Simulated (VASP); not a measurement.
Here is a VASP 6.6.1 calculation.

Contents of INCAR:

```
PREC = Accurate ; ENCUT = 520
EDIFF = 1E-7 ; ISMEAR = 0
SIGMA = 0.05 ; LREAL = F
LASPH = T ; NELM = 60
ALGO = Normal ; ISIF = 2
LWAVE = F ; LCHARG = F
GGA = PS ; IVDW = 12
NBANDS = 11
```

The input KPOINTS:

```
regular mesh
0
Gamma
  15 15 15
```

The input POSCAR:

```
C
1.0
    1.2597722633      0.7273298553      3.3650427020
   -1.2597722633      0.7273298553      3.3650427020
    0.0000000000     -1.4546597106      3.3650427021
C
2
Direct
    0.1421744425      0.1909927899      0.1665836162
    0.8578255575      0.8090072101      0.8334163838
```

Potentials or basis: VASP PAW PBE potentials, release 64 (C).

Launch:

```bash
$ cat potpaw_PBE.64/C/POTCAR > POTCAR
$ mpirun -np 1 vasp_std > vasp.out
```

Task: Estimate the largest force.

Result: 5.668 eV/Å.

Task: Predict the pressure.

Result: -12.9 GPa.

Task: What does it give for the dispersion energy per atom?

Result: -0.108 eV.

Forces in eV/Å, atoms in the order of the input:
```
C    5.612 -0.795  0.005
C   -5.612  0.795 -0.005
```

Caveat: the cell differs from its parent crystal (atoms displaced along a vibrational mode, the cell strained); the stress differs along the axes, from -21 to -1 GPa; the PAW data sets were made with another functional, which shifts forces and pressure a little.
